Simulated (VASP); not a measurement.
# CdH2O2 (P-3m1) in VASP: single point with PBEsol

Aim: the single point of CdH2O2 with PBEsol.

All numbers are computed with VASP 6.6.1; they aren't measurements. Logs are shortened: lines on timing, memory, paths and dates and some standing lists are left out, and cuts for length are marked.

### Step 1. The cell of the first run

Symmetry: P-3m1, No. 164, trigonal system. The conventional cell has a = 3.502 Å, b = 3.502 Å, c = 4.569 Å, α = 90.00°, β = 90.00°, γ = 120.00°. Within 3.0 Å of Cd (site symmetry -3m) lie 6 O at 2.30 Å and 6 H at 2.89 Å. Within 1.3 Å of H (site symmetry 3m) lie 1 O at 0.97 Å. O (site symmetry 3m) has 1 H at 0.97 Å within 1.3 Å.

### Step 2. Single point, PBEsol

INCAR

```
SYSTEM = CdH2O2
PREC = Accurate
ENCUT = 700
EDIFF = 1E-6
ISMEAR = 1
SIGMA = 0.2
LREAL = .FALSE.
LASPH = .TRUE.
NELM = 120
ALGO = Normal
ISIF = 2
LWAVE = .FALSE.
LCHARG = .FALSE.
GGA = PS
NBANDS = 25
GGA_COMPAT = .FALSE.
```

KPOINTS

```
Automatic mesh
0
G
  6 6 4
  0 0 0
```

POSCAR

```
CdH2O2
1.0
    3.5019706991      0.0000000000      0.0000000000
   -1.7509853495      3.0327955887      0.0000000000
    0.0000000000      0.0000000000      4.5691751517
Cd H O
1 2 2
Direct
    0.0000000000      0.0000000000      0.0000000000
    0.6666666667      0.3333333333      0.5468707629
    0.3333333333      0.6666666667      0.4531292371
    0.6666666667      0.3333333333      0.7582065004
    0.3333333333      0.6666666667      0.2417934996
```

Potentials or basis: VASP PAW PBE potentials, release 64 (Cd_sv_GW, H, O).

Launch:

```
$ cat potpaw_PBE.64/Cd_sv_GW/POTCAR potpaw_PBE.64/H/POTCAR potpaw_PBE.64/O/POTCAR > POTCAR
$ mpirun -np 1 vasp_std > vasp.out
```

OUTCAR:

```text
SYSTEM = CdH2O2
   PREC = Accurate
   ENCUT = 700
   EDIFF = 1E-6
   ISMEAR = 1
   LREAL = .FALSE.
   LASPH = .TRUE.
   NELM = 120
   ISIF = 2
   GGA = PS

 ion  position               nearest neighbor table
   1  0.000  0.000  0.000-   4 2.30   5 2.30   5 2.30   4 2.30   4 2.30   5 2.30
   2  0.667  0.333  0.547-   4 0.97
   3  0.333  0.667  0.453-   5 0.97
   4  0.667  0.333  0.758-   2 0.97   1 2.30   1 2.30   1 2.30
   5  0.333  0.667  0.242-   3 0.97   1 2.30   1 2.30   1 2.30

  LATTYP: Found a hexagonal cell.
 ALAT       =     3.5019706991
 C/A-ratio  =     1.3047439697

  Lattice vectors:

 A1 = (   3.5019706991,   0.0000000000,   0.0000000000)
 A2 = (  -1.7509853495,   3.0327955887,   0.0000000000)
 A3 = (   0.0000000000,   0.0000000000,   4.5691751517)

Analysis of symmetry for initial positions (statically):
=====================================================================
 Subroutine PRICEL returns:
 Original cell was already a primitive cell.

 Routine SETGRP: Setting up the symmetry group for a
 hexagonal supercell.

 Subroutine GETGRP returns: Found 12 space group operations
 (whereof 12 operations were pure point group operations)
 out of a pool of 24 trial point group operations.

The static configuration has the point symmetry D_3d.

Analysis of symmetry for dynamics (positions and initial velocities):
=====================================================================
 Subroutine PRICEL returns:
 Original cell was already a primitive cell.

 Routine SETGRP: Setting up the symmetry group for a
 hexagonal supercell.

 Subroutine GETGRP returns: Found 12 space group operations
 (whereof 12 operations were pure point group operations)
 out of a pool of 24 trial point group operations.

The dynamic configuration has the point symmetry D_3d.

 Subroutine INISYM returns: Found 12 space group operations
 (whereof 12 operations are pure point group operations),
 and found     1 'primitive' translations

----------------------------------------------------------------------------------------

                                     Primitive cell

  volume of cell :      48.5281

  direct lattice vectors                    reciprocal lattice vectors
     3.501970699  0.000000000  0.000000000     0.285553503  0.164864392  0.000000000
    -1.750985350  3.032795589  0.000000000     0.000000000  0.329728783  0.000000000
     0.000000000  0.000000000  4.569175152     0.000000000  0.000000000  0.218857883

  length of vectors
     3.501970699  3.501970699  4.569175152     0.329728783  0.329728783  0.218857883

  position of ions in fractional coordinates (direct lattice)
     0.000000000  0.000000000  0.000000000
     0.666666667  0.333333333  0.546870763
     0.333333333  0.666666667  0.453129237
     0.666666667  0.333333333  0.758206500
     0.333333333  0.666666667  0.241793500

  ion indices of the primitive-cell ions
   primitive index   ion index
                 1           1
                 2           2
                 3           3
                 4           4
                 5           5

----------------------------------------------------------------------------------------

 KPOINTS: Automatic mesh

Automatic generation of k-mesh.
 Grid dimensions read from file:
 generate k-points for:    6    6    4

 Generating k-lattice:

  Cartesian coordinates                     Fractional coordinates (reciprocal lattice)
     0.047592250  0.027477399  0.000000000     0.166666667  0.000000000  0.000000000
     0.000000000  0.054954797  0.000000000     0.000000000  0.166666667  0.000000000
     0.000000000  0.000000000  0.054714471     0.000000000  0.000000000  0.250000000

  Length of vectors
     0.054954797  0.054954797  0.054714471

  Shift w.r.t. Gamma in fractional coordinates (k-lattice)
     0.000000000  0.000000000  0.000000000

 Subroutine IBZKPT returns following result:
 ===========================================

 Found     24 irreducible k-points:

 Following reciprocal coordinates:
            Coordinates               Weight
  0.000000  0.000000  0.000000      1.000000
  0.166667  0.000000  0.000000      6.000000
  0.333333  0.000000  0.000000      6.000000
  0.500000 -0.000000  0.000000      3.000000
  0.166667  0.166667  0.000000      6.000000
  0.333333  0.166667  0.000000     12.000000
[... 16 lines left out ...]
  0.333333  0.166667  0.500000     12.000000
  0.333333  0.333333  0.500000      2.000000
   k-points           NKPTS =     24   k-points in BZ     NKDIM =     24   number of bands    NBANDS=     25
   number of dos      NEDOS =    301   number of ions     NIONS =      5
   total plane-waves  NPLWV =  36000
   dimension x,y,z NGX =    30 NGY =   30 NGZ =   40
   dimension x,y,z NGXF=    60 NGYF=   60 NGZF=   80
   ions per type =               1   2   2
   NGX,Y,Z   is equivalent  to a cutoff of  14.24, 14.24, 14.55 a.u.
   NGXF,Y,Z  is equivalent  to a cutoff of  28.48, 28.48, 29.11 a.u.
 SYSTEM =  CdH2O2
   PREC   = accura    normal or accurate (medium, high low for compatibility)
   ISTART =      0    job   : 0-new  1-cont  2-samecut
   ICHARG =      2    charge: 1-file 2-atom 10-const
   ISPIN  =      1    spin polarized calculation?
   LNONCOLLINEAR =      F non collinear calculations
   LSORBIT =      F    spin-orbit coupling
   LASPH  =      T    aspherical Exc in radial PAW
   ENCUT  =  700.0 eV  51.45 Ry    7.17 a.u.   7.55  7.55  9.86*2*pi/ulx,y,z
   NELM   =    120;   NELMIN=  2; NELMDL= -5     # of ELM steps
   EDIFF  = 0.1E-05   stopping-criterion for ELM
   LREAL  =      F    real-space projection
   EDIFFG = 0.1E-04   stopping-criterion for IOM
   NSW    =      0    number of steps for IOM
   IBRION =     -1    ionic relax: 0-MD 1-quasi-New 2-CG
   NFREE  =      0    steps in history (QN), initial steepest desc. (CG)
   ISIF   =      2    stress and relaxation
   ISYM   =      2    0-nonsym 1-usesym 2-fastsym
   POTIM  = 0.5000    time-step for ionic-motion
   TEBEG  =    0.0;   TEEND  =   0.0 temperature during run
   PSTRESS=    0.0 pullay stress
   NELECT =      34.0000    total number of electrons
   NUPDOWN=      -1.0000    fix difference up-down
   EMIN   =  10.00;   EMAX   =-10.00  energy-range for DOS
   EFERMI =   0.00;   METHOD = LEGACY
   ISMEAR =     1;   SIGMA  =   0.20  broadening in eV -4-tet -1-fermi 0-gaus
   EFERMI_NEDOS =   21; number of points for ismear=-14 and -15
   IALGO  =     38    algorithm
   IMIX   =      4    mixing-type and parameters
     AMIX     =   0.40;   BMIX     =  1.00
     AMIX_MAG =   1.60;   BMIX_MAG =  1.00
  volume/ion in A,a.u.               =       9.71        65.50
  Fermi-wavevector in a.u.,A,eV,Ry     =   1.454019  2.747697 28.765033  2.114170
  Thomas-Fermi vector in A             =   2.571218
   LORBIT       =      0    0 simple, 1 ext, 2 COOP (PROOUT), +10 PAW based schemes
   GGA     = PS    functional components
   LHFCALC =     F    Hartree Fock is set to
   AEXX    =    0.0000 exact exchange contribution
   IVDW    =     0    specifies the selected vdW correction
   LEPSILON=     F    determine dielectric tensor
   LRPA    =     F    only Hartree local field effects (RPA)
 non-spin polarized calculation
 Methfessel and Paxton  Order N= 1 SIGMA  =   0.20
  energy-cutoff  :      700.00
  volume of cell :       48.53
 maximum number of plane-waves:      2065
   NGX = 15   NGY = 15   NGZ = 19

 number of electron      34.0000001 magnetization

 Free energy of the ion-electron system (eV)
  ---------------------------------------------------
  ext. energy  EPLUGINS =         0.00000000
  ---------------------------------------------------
  free energy    TOTEN  =       -23.59891866 eV

  energy without entropy =      -23.60297608  energy(sigma->0) =      -23.60027113

 E-fermi :   1.7187     XC(G=0): -10.4702

 val. band max:        1.6418385747   @ k =   0.5000  -0.0000   0.0000
 cond. band min:       3.2768794465   @ k =   0.0000   0.0000   0.0000
 fundamental gap:      1.6350408718
 Fermi energy:         1.7186912551

 k-point     1 :       0.0000    0.0000    0.0000
  band No.  band energies     occupation
      1     -97.9393      2.00000
      2     -59.0977      2.00000
      3     -59.0394      2.00000
      4     -59.0394      2.00000
      5     -16.9994      2.00000
      6     -15.8920      2.00000
[... 17 lines left out ...]
     24      16.5444      0.00000
     25      18.8654      0.00000

 k-point     2 :       0.1667    0.0000    0.0000
  band No.  band energies     occupation
      1     -97.9393      2.00000
      2     -59.0975      2.00000
      3     -59.0410      2.00000
      4     -59.0398      2.00000
      5     -16.8888      2.00000
      6     -15.9402      2.00000
[... 17 lines left out ...]
     24      16.8462      0.00000
     25      17.8623      0.00000

 k-point     3 :       0.3333    0.0000    0.0000
  band No.  band energies     occupation
      1     -97.9391      2.00000
      2     -59.0971      2.00000
      3     -59.0442      2.00000
      4     -59.0407      2.00000
      5     -16.6267      2.00000
      6     -16.0696      2.00000
[... 17 lines left out ...]
     24      15.2994      0.00000
     25      16.5710      0.00000

 k-point     4 :       0.5000   -0.0000    0.0000
  band No.  band energies     occupation
      1     -97.9390      2.00000
      2     -59.0970      2.00000
      3     -59.0458      2.00000
      4     -59.0411      2.00000
      5     -16.4246      2.00000
      6     -16.2013      2.00000
[... 17 lines left out ...]
     24      15.1972      0.00000
     25      16.4529      0.00000
[... 477 lines left out ...]
 k-point    22 :       0.1667    0.1667    0.5000
  band No.  band energies     occupation
      1     -97.9392      2.00000
      2     -59.0973      2.00000
      3     -59.0431      2.00000
      4     -59.0408      2.00000
      5     -16.5086      2.00000
      6     -16.2237      2.00000
[... 17 lines left out ...]
     24      15.4808      0.00000
     25      17.3998      0.00000

 k-point    23 :       0.3333    0.1667    0.5000
  band No.  band energies     occupation
      1     -97.9390      2.00000
      2     -59.0970      2.00000
      3     -59.0450      2.00000
      4     -59.0419      2.00000
      5     -16.3998      2.00000
      6     -16.2049      2.00000
[... 17 lines left out ...]
     24      16.6862      0.00000
     25      17.5815      0.00000

 k-point    24 :       0.3333    0.3333    0.5000
  band No.  band energies     occupation
      1     -97.9390      2.00000
      2     -59.0969      2.00000
      3     -59.0440      2.00000
      4     -59.0440      2.00000
      5     -16.2827      2.00000
      6     -16.2827      2.00000
[... 17 lines left out ...]
     24      18.2967      0.00000
     25      18.6144      0.00000

------------------------ aborting loop because EDIFF is reached ----------------------------------------

  FORCE on cell =-STRESS in cart. coord.  units (eV):
  Direction    XX          YY          ZZ          XY          YZ          ZX
  --------------------------------------------------------------------------------------
  -------------------------------------------------------------------------------------
  Total       -0.0965243     -0.0965243      1.2629612     -0.0000000     -0.0000000      0.0000000
  in kB       -3.1867931     -3.1867931     41.6972220     -0.0000000     -0.0000000      0.0000000
  external PRESSURE =      11.7745453 kB  Pullay stress =       0.0000000 kB

 VOLUME and BASIS-vectors are now :
 -----------------------------------------------------------------------------
  energy-cutoff  :      700.00
  volume of cell :       48.53
      direct lattice vectors                 reciprocal lattice vectors
     3.501970699  0.000000000  0.000000000     0.285553503  0.164864392  0.000000000
    -1.750985350  3.032795589  0.000000000     0.000000000  0.329728783  0.000000000
     0.000000000  0.000000000  4.569175152     0.000000000  0.000000000  0.218857883

 POSITION                                       TOTAL-FORCE (eV/Angst)
 -----------------------------------------------------------------------------------
      0.00000      0.00000      0.00000         0.000000      0.000000      0.000000
      1.75099      1.01093      2.49875        -0.000000      0.000000     -0.720836
     -0.00000      2.02186      2.07043         0.000000     -0.000000      0.720836
      1.75099      1.01093      3.46438        -0.000000      0.000000      0.764847
     -0.00000      2.02186      1.10480         0.000000      0.000000     -0.764847
 -----------------------------------------------------------------------------------
    total drift:                                0.000000      0.000000      0.000000

  FREE ENERGIE OF THE ION-ELECTRON SYSTEM (eV)
  ---------------------------------------------------
  free  energy   TOTEN  =       -23.5989186570 eV

  energy  without entropy=      -23.6029760802  energy(sigma->0) =      -23.60027113
```

Run time: 29 s. Hardware: 1 thread of AMD EPYC 7R13 (Zen 3), shared host; peak memory 0.19 GiB.

Results:

| Quantity | Value |
| --- | --- |
| Free energy | -23.5989 eV |
| Pressure | 1.2 GPa |
| Largest force | 0.765 eV/Å |
| Band gap on the k mesh | 1.64 eV (least direct gap 2.01 eV) |

Forces on the atoms (eV/Å):
```
Cd   0.000  0.000  0.000
H    0.000  0.000 -0.721
H    0.000  0.000  0.721
O    0.000  0.000  0.765
O    0.000  0.000 -0.765
```

Levels at points of the mesh, in eV from the valence-band top:
```tsv
k point	band 13	band 14	band 15	band 16	band 17	band 18	band 19	band 20	band 21	band 22
(0.00, 0.00, 0.00)	-4.26	-1.13	-1.13	-0.38	-0.38	1.64	6.04	10.27	12.79	12.79
(0.50, 0.00, 0.00)	-3.66	-2.97	-2.56	-2.34	0.00	6.41	6.55	8.81	10.49	11.20
(0.00, 0.00, 0.50)	-4.92	-1.40	-1.40	-0.07	-0.07	4.29	4.42	11.02	11.46	12.78
(0.50, 0.00, 0.50)	-4.10	-2.48	-2.05	-1.84	-0.53	6.05	6.93	9.14	9.34	10.43
```

Caveat: the PAW data sets were made with another functional, which shifts forces and pressure a little.
